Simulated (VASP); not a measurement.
A run of VASP 6.6.1 is set up as follows.

Contents of POSCAR:

```
Mo
1.0
   -1.5624035240      1.5624035240      1.5624035240
    1.5624035240     -1.5624035240      1.5624035240
    1.5624035240      1.5624035240     -1.5624035240
Mo
1
Direct
    0.0000000000      0.0000000000      0.0000000000
```

Contents of INCAR.step1:

```
PREC = Accurate ; ENCUT = 520
EDIFF = 1E-5 ; ISMEAR = -1
SIGMA = 0.05 ; LREAL = F
LASPH = T ; NELM = 60
ALGO = Normal ; ISIF = 2
LWAVE = T ; LCHARG = F
NBANDS = 13 ; GGA = PE
```

The input INCAR.step2:

```
PREC = Accurate ; ENCUT = 520
EDIFF = 1E-7 ; ISMEAR = -1
SIGMA = 0.05 ; LREAL = F
LASPH = T ; NELM = 60
ALGO = Normal ; ISIF = 2
LWAVE = F ; LCHARG = F
GGA = PE ; LHFCALC = T
HFSCREEN = 0.2079 ; PRECFOCK = Normal
NBANDS = 13 ; ISTART = 1
```

Contents of KPOINTS:

```
Automatic mesh
0
Gamma
  8 8 8
```

Potentials or basis: VASP PAW PBE potentials, release 64 (Mo_sv).

The run is started by

```bash
$ cat potpaw_PBE.64/Mo_sv/POTCAR > POTCAR
$ cp INCAR.step1 INCAR
$ mpirun -np 1 vasp_std > vasp.out
$ cp INCAR.step2 INCAR
$ mpirun -np 1 vasp_std > vasp.out
```

Problem. Predict the band gap on the k mesh.

Solution. Zero (bands 7 and 8 overlap by 6.41 eV).

Problem. Predict the pressure.

Solution. 5.5 GPa.

Caveat: the cell stands under pressure; the PAW data sets were made with another functional, which shifts forces and pressure a little.
